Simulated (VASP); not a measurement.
# C (P6mm) in VASP: notebook

The runs below take C through single point, relaxation of cell and atoms, with PBE.

Program: VASP 6.6.1. These are calculated values, not measurements. Logs are shortened: lines on timing, memory, paths and dates and some standing lists are left out, and cuts for length are marked.

### 1 The cell of the first run

It takes space group P6mm (No. 183, hexagonal). Conventional cell: a = 3.208 Å, b = 3.208 Å, c = 2.865 Å, α = 90.00°, β = 90.00°, γ = 120.00°. C (site symmetry 2mm) has 6 C at 1.60 to 1.87 Å within 2.1 Å. C (site symmetry 6mm) has 12 C at 1.87 to 2.50 Å within 2.5 Å.

The cell was generated, and may not be a known phase.

### 2 Single point, PBE

INCAR reads:

```
PREC = Accurate ; ENCUT = 520
EDIFF = 1E-7 ; ISMEAR = 0
SIGMA = 0.1 ; LREAL = F
LASPH = T ; NELM = 100
ALGO = Normal ; ISIF = 2
LWAVE = F ; LCHARG = F
GGA = PE ; NBANDS = 16
```

KPOINTS reads:

```
Automatic mesh
0
Gamma
  6 6 6
```

POSCAR reads:

```
C
1.0
    3.2084004900      0.0000000000      0.0000000000
   -1.6042002400      2.7785563300      0.0000000000
    0.0000000000      0.0000000000      2.8652681600
C
4
Direct
    0.5000000000      0.0000000000      0.2534999100
    0.0000000000      0.5000000000      0.2534999100
    0.5000000000      0.5000000000      0.2534999100
    0.0000000000      0.0000000000      0.5864691200
```

Potentials or basis: VASP PAW PBE potentials, release 64 (C).

Run with:

```sh
$ cat potpaw_PBE.64/C/POTCAR > POTCAR
$ mpirun -np 1 vasp_std > vasp.out
```

OUTCAR:

```text
PREC = Accurate
   ENCUT = 520
   EDIFF = 1E-7
   ISMEAR = 0
   LREAL = F
   LASPH = T
   NELM = 100
   ISIF = 2
   GGA = PE

 ion  position               nearest neighbor table
   1  0.500  0.000  0.253-   3 1.60   3 1.60   2 1.60   2 1.60   4 1.87   4 1.87
   2  0.000  0.500  0.253-   3 1.60   3 1.60   1 1.60   1 1.60   4 1.87   4 1.87
   3  0.500  0.500  0.253-   1 1.60   1 1.60   2 1.60   2 1.60   4 1.87   4 1.87
   4  0.000  0.000  0.586-   2 1.87   2 1.87   1 1.87   1 1.87   3 1.87   3 1.87

  LATTYP: Found a hexagonal cell.
 ALAT       =     3.2084004900
 C/A-ratio  =     0.8930519020

  Lattice vectors:

 A1 = (   3.2084004900,   0.0000000000,   0.0000000000)
 A2 = (  -1.6042002400,   2.7785563300,   0.0000000000)
 A3 = (   0.0000000000,   0.0000000000,   2.8652681600)

Analysis of symmetry for initial positions (statically):
=====================================================================
 Subroutine PRICEL returns:
 Original cell was already a primitive cell.

 Routine SETGRP: Setting up the symmetry group for a
 hexagonal supercell.

 Subroutine GETGRP returns: Found 12 space group operations
 (whereof 12 operations were pure point group operations)
 out of a pool of 24 trial point group operations.

The static configuration has the point symmetry C_6v.

Analysis of symmetry for dynamics (positions and initial velocities):
=====================================================================
 Subroutine PRICEL returns:
 Original cell was already a primitive cell.

 Routine SETGRP: Setting up the symmetry group for a
 hexagonal supercell.

 Subroutine GETGRP returns: Found 12 space group operations
 (whereof 12 operations were pure point group operations)
 out of a pool of 24 trial point group operations.

The dynamic configuration has the point symmetry C_6v.

 Subroutine INISYM returns: Found 12 space group operations
 (whereof 12 operations are pure point group operations),
 and found     1 'primitive' translations

----------------------------------------------------------------------------------------

                                     Primitive cell

  volume of cell :      25.5431

  direct lattice vectors                    reciprocal lattice vectors
     3.208400490  0.000000000  0.000000000     0.311681788  0.179949563  0.000000000
    -1.604200240  2.778556330  0.000000000     0.000000000  0.359899128  0.000000000
     0.000000000  0.000000000  2.865268160     0.000000000  0.000000000  0.349007473

  length of vectors
     3.208400490  3.208400488  2.865268160     0.359899128  0.359899128  0.349007473

  position of ions in fractional coordinates (direct lattice)
     0.500000000  0.000000000  0.253499910
     0.000000000  0.500000000  0.253499910
     0.500000000  0.500000000  0.253499910
     0.000000000  0.000000000  0.586469120

  ion indices of the primitive-cell ions
   primitive index   ion index
                 1           1
                 2           2
                 3           3
                 4           4

----------------------------------------------------------------------------------------

 KPOINTS: Automatic mesh

Automatic generation of k-mesh.
 Grid dimensions read from file:
 generate k-points for:    6    6    6

 Generating k-lattice:

  Cartesian coordinates                     Fractional coordinates (reciprocal lattice)
     0.051946965  0.029991594  0.000000000     0.166666667 -0.000000000  0.000000000
     0.000000000  0.059983188  0.000000000     0.000000000  0.166666667  0.000000000
     0.000000000  0.000000000  0.058167912     0.000000000  0.000000000  0.166666667

  Length of vectors
     0.059983188  0.059983188  0.058167912

  Shift w.r.t. Gamma in fractional coordinates (k-lattice)
     0.000000000  0.000000000  0.000000000

 Subroutine IBZKPT returns following result:
 ===========================================

 Found     28 irreducible k-points:

 Following reciprocal coordinates:
            Coordinates               Weight
  0.000000  0.000000  0.000000      1.000000
  0.166667 -0.000000  0.000000      6.000000
  0.333333 -0.000000  0.000000      6.000000
  0.500000 -0.000000  0.000000      3.000000
  0.166667  0.166667  0.000000      6.000000
  0.333333  0.166667  0.000000     12.000000
[... 16 lines left out ...]
  0.166667 -0.000000  0.500000      6.000000
  0.333333 -0.000000  0.500000      6.000000
 [... further k-points ...]
   k-points           NKPTS =     28   k-points in BZ     NKDIM =     28   number of bands    NBANDS=     16
   number of dos      NEDOS =    301   number of ions     NIONS =      4
   total plane-waves  NPLWV =  13824
   dimension x,y,z NGX =    24 NGY =   24 NGZ =   24
   dimension x,y,z NGXF=    48 NGYF=   48 NGZF=   48
   ions per type =               4
   NGX,Y,Z   is equivalent  to a cutoff of  12.44, 12.44, 13.93 a.u.
   NGXF,Y,Z  is equivalent  to a cutoff of  24.87, 24.87, 27.85 a.u.
 SYSTEM =  unknown system
   PREC   = accura    normal or accurate (medium, high low for compatibility)
   ISTART =      0    job   : 0-new  1-cont  2-samecut
   ICHARG =      2    charge: 1-file 2-atom 10-const
   ISPIN  =      1    spin polarized calculation?
   LNONCOLLINEAR =      F non collinear calculations
   LSORBIT =      F    spin-orbit coupling
   LASPH  =      T    aspherical Exc in radial PAW
   ENCUT  =  520.0 eV  38.22 Ry    6.18 a.u.   5.97  5.97  5.33*2*pi/ulx,y,z
   NELM   =    100;   NELMIN=  2; NELMDL= -5     # of ELM steps
   EDIFF  = 0.1E-06   stopping-criterion for ELM
   LREAL  =      F    real-space projection
   EDIFFG = 0.1E-05   stopping-criterion for IOM
   NSW    =      0    number of steps for IOM
   IBRION =     -1    ionic relax: 0-MD 1-quasi-New 2-CG
   NFREE  =      0    steps in history (QN), initial steepest desc. (CG)
   ISIF   =      2    stress and relaxation
   ISYM   =      2    0-nonsym 1-usesym 2-fastsym
   POTIM  = 0.5000    time-step for ionic-motion
   TEBEG  =    0.0;   TEEND  =   0.0 temperature during run
   PSTRESS=    0.0 pullay stress
   NELECT =      16.0000    total number of electrons
   NUPDOWN=      -1.0000    fix difference up-down
   EMIN   =  10.00;   EMAX   =-10.00  energy-range for DOS
   EFERMI =   0.00;   METHOD = LEGACY
   ISMEAR =     0;   SIGMA  =   0.10  broadening in eV -4-tet -1-fermi 0-gaus
   EFERMI_NEDOS =   21; number of points for ismear=-14 and -15
   IALGO  =     38    algorithm
   IMIX   =      4    mixing-type and parameters
     AMIX     =   0.40;   BMIX     =  1.00
     AMIX_MAG =   1.60;   BMIX_MAG =  1.00
  volume/ion in A,a.u.               =       6.39        43.09
  Fermi-wavevector in a.u.,A,eV,Ry     =   1.400739  2.647012 26.695570  1.962069
  Thomas-Fermi vector in A             =   2.523669
   LORBIT       =      0    0 simple, 1 ext, 2 COOP (PROOUT), +10 PAW based schemes
   GGA     = PE    functional components
   LHFCALC =     F    Hartree Fock is set to
   AEXX    =    0.0000 exact exchange contribution
   IVDW    =     0    specifies the selected vdW correction
   LEPSILON=     F    determine dielectric tensor
   LRPA    =     F    only Hartree local field effects (RPA)
 non-spin polarized calculation
 Gauss-broadening in eV      SIGMA  =   0.10
  energy-cutoff  :      520.00
  volume of cell :       25.54
 maximum number of plane-waves:       708
 NGX is ok and might be reduce to    24
   NGX = 11   NGY = 11   NGZ = 11

 number of electron      16.0000000 magnetization

 Free energy of the ion-electron system (eV)
  ---------------------------------------------------
  ext. energy  EPLUGINS =         0.00000000
  ---------------------------------------------------
  free energy    TOTEN  =       -21.28806602 eV

  energy without entropy =      -21.28295627  energy(sigma->0) =      -21.28551114

 E-fermi :   9.3441     XC(G=0): -12.8645

 val. band max:        9.3281666933   @ k =   0.1667  -0.0000   0.3333
 cond. band min:       9.3683496169   @ k =   0.0000   0.0000   0.5000
 fundamental gap:      0.0401829236
 Fermi energy:         9.3440788758

 k-point     1 :       0.0000    0.0000    0.0000
  band No.  band energies     occupation
      1     -13.2745      2.00000
      2      -3.2952      2.00000
      3       0.0413      2.00000
      4       0.0413      2.00000
      5       0.9035      2.00000
      6       4.3930      2.00000
[... 8 lines left out ...]
     15      22.7657      0.00000
     16      26.2895      0.00000

 k-point     2 :       0.1667   -0.0000    0.0000
  band No.  band energies     occupation
      1     -12.8589      2.00000
      2      -4.2395      2.00000
      3      -1.8764      2.00000
      4      -0.4165      2.00000
      5       1.8858      2.00000
      6       5.0437      2.00000
[... 8 lines left out ...]
     15      21.5477      0.00000
     16      24.2996      0.00000

 k-point     3 :       0.3333   -0.0000    0.0000
  band No.  band energies     occupation
      1     -11.6240      2.00000
      2      -6.8980      2.00000
      3      -3.0357      2.00000
      4      -1.0935      2.00000
      5       3.3098      2.00000
      6       6.2329      2.00000
[... 8 lines left out ...]
     15      19.7856      0.00000
     16      20.4751      0.00000

 k-point     4 :       0.5000   -0.0000    0.0000
  band No.  band energies     occupation
      1      -9.8204      2.00000
      2      -9.3532      2.00000
      3      -3.3424      2.00000
      4      -1.3650      2.00000
      5       4.6090      2.00000
      6       6.7027      2.00000
[... 8 lines left out ...]
     15      17.1685      0.00000
     16      21.1027      0.00000
[... 324 lines left out ...]
 k-point    22 :       0.0000    0.0000    0.5000
  band No.  band energies     occupation
      1     -12.0838      2.00000
      2      -4.2225      2.00000
      3      -3.0201      2.00000
      4       0.9196      2.00000
      5       0.9196      2.00000
      6       6.6851      2.00000
[... 8 lines left out ...]
     15      22.8646      0.00000
     16      25.9066      0.00000

 k-point    23 :       0.1667   -0.0000    0.5000
  band No.  band energies     occupation
      1     -11.6853      2.00000
      2      -3.9160      2.00000
      3      -3.7079      2.00000
      4      -0.5963      2.00000
      5       0.5505      2.00000
      6       6.8064      2.00000
[... 8 lines left out ...]
     15      22.7962      0.00000
     16      24.1141      0.00000

 k-point    24 :       0.3333   -0.0000    0.5000
  band No.  band energies     occupation
      1     -10.5048      2.00000
      2      -6.0596      2.00000
      3      -3.0283      2.00000
      4      -1.3548      2.00000
      5      -0.0195      2.00000
      6       3.3303      2.00000
[... 8 lines left out ...]
     15      20.8580      0.00000
     16      25.4268      0.00000

 [... further k-points ...]

------------------------ aborting loop because EDIFF is reached ----------------------------------------

  FORCE on cell =-STRESS in cart. coord.  units (eV):
  Direction    XX          YY          ZZ          XY          YZ          ZX
  --------------------------------------------------------------------------------------
  -------------------------------------------------------------------------------------
  Total        5.6840965      5.6840965      4.8110274      0.0000000     -0.0000000     -0.0000000
  in kB      356.5323767    356.5323767    301.7695127      0.0000006     -0.0000000     -0.0000000
  external PRESSURE =     338.2780887 kB  Pullay stress =       0.0000000 kB

 VOLUME and BASIS-vectors are now :
 -----------------------------------------------------------------------------
  energy-cutoff  :      520.00
  volume of cell :       25.54
      direct lattice vectors                 reciprocal lattice vectors
     3.208400490  0.000000000  0.000000000     0.311681788  0.179949563  0.000000000
    -1.604200240  2.778556330  0.000000000     0.000000000  0.359899128  0.000000000
     0.000000000  0.000000000  2.865268160     0.000000000  0.000000000  0.349007473

 POSITION                                       TOTAL-FORCE (eV/Angst)
 -----------------------------------------------------------------------------------
      1.60420      0.00000      0.72635        -0.000000      0.000000     -0.406487
     -0.80210      1.38928      0.72635         0.000000     -0.000000     -0.406487
      0.80210      1.38928      0.72635        -0.000000     -0.000000     -0.406487
      0.00000      0.00000      1.68039         0.000000      0.000000      1.219461
 -----------------------------------------------------------------------------------
    total drift:                               -0.000000     -0.000000      0.000196

  FREE ENERGIE OF THE ION-ELECTRON SYSTEM (eV)
  ---------------------------------------------------
  free  energy   TOTEN  =       -21.2880660162 eV

  energy  without entropy=      -21.2829562672  energy(sigma->0) =      -21.28551114
```

Run time: 9.7 s. Hardware: 1 thread of Intel Xeon 8259CL, shared host; peak memory 0.13 GiB.

What came out:

- Free energy: -21.2881 eV
- Pressure: 33.8 GPa
- Largest force: 1.219 eV/Å
- Band gap on the k mesh: zero (bands 8 and 9 overlap by 1.18 eV)

Forces on the atoms (eV/Å):
```
C    0.000  0.000 -0.406
C    0.000  0.000 -0.406
C    0.000  0.000 -0.406
C    0.000  0.000  1.219
```

Stress tensor (GPa, compression positive):
```
35.65  0.00  0.00
 0.00 35.65  0.00
 0.00  0.00 30.18
```

Levels at points of the mesh, in eV from the Fermi level:
| k point | band 4 | band 5 | band 6 | band 7 | band 8 | band 9 | band 10 | band 11 | band 12 | band 13 |
| --- | --- | --- | --- | --- | --- | --- | --- | --- | --- | --- |
| (0.00, 0.00, 0.00) | -9.30 | -8.44 | -4.95 | -3.74 | -3.74 | -0.31 | 4.28 | 4.28 | 4.33 | 4.33 |
| (0.50, 0.00, 0.00) | -10.71 | -4.74 | -2.64 | -2.06 | 0.70 | 1.74 | 2.04 | 3.29 | 5.86 | 7.11 |
| (0.00, 0.00, 0.50) | -8.42 | -8.42 | -2.66 | -2.66 | -2.28 | 0.02 | 1.32 | 1.32 | 1.83 | 1.83 |
| (0.50, 0.00, 0.50) | -9.60 | -9.15 | -8.79 | -2.00 | -0.69 | 2.06 | 3.37 | 4.03 | 6.40 | 7.54 |

Caveat: the k points lie up to 0.38 Å⁻¹ apart, too coarse for converged energies and pressures of a metal; forces of over 1 eV/Å act on the atoms, so gaps and moduli don't describe the material at rest.

(Part 1 of 2 ends here.)

The gap in the log of VASP goes by the Fermi energy; the results here count the filled bands.